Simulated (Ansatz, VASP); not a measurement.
Two plane-wave programs on ZnS

```xyz
8
Lattice="-2.7046 -2.7046 0.0000 2.7046 -2.7046 0.0000 0.0000 0.0000 13.8186" Properties=species:S:1:pos:R:3 pbc="T T T"
Zn    0.0000    0.0000   10.1424
Zn    0.0000   -2.7046    2.0285
Zn    0.0000    0.0000    4.7331
Zn    0.0000   -2.7046    7.4378
S    -1.3523   -1.3523    3.3808
S     1.3523   -1.3523    6.0855
S    -1.3523   -1.3523    8.7901
S     1.3523   -1.3523    0.6762
```

Alike in both runs: task single point; functional PBE; k mesh 7 × 7 × 3; occupations gaussian, width 0.05 eV; no spin polarisation.

|  | VASP | Ansatz |
| --- | --- | --- |
| version | VASP 6.6.1 | Ansatz 0.2.0 |
| potentials or method | VASP PAW PBE potentials, release 64 (Zn, S), cutoff 520 eV | scalar-relativistic, plane waves, PAW |
| valence electrons in the cell | 72 | 72 |

|  | VASP | Ansatz | Ansatz less VASP |
| --- | --- | --- | --- |
| gap on the k mesh at the Fermi level (eV) | none | none | - |
| pressure (GPa) | 0.2 | 0.1 | -0.11 |
| traceless stress, the component that is largest in VASP (GPa) | -0.12 | -0.14 | -0.023 |
| rms of the force components (eV/Å) | 0.305 | 0.303 | -0.0016 |

Atom by atom the forces differ by 0.006 eV/Å (rms over components). A gap of «none» marks a metal or a gap that the smearing closes. The functional is the same, so the differences come from potentials, cutoffs and numerics.
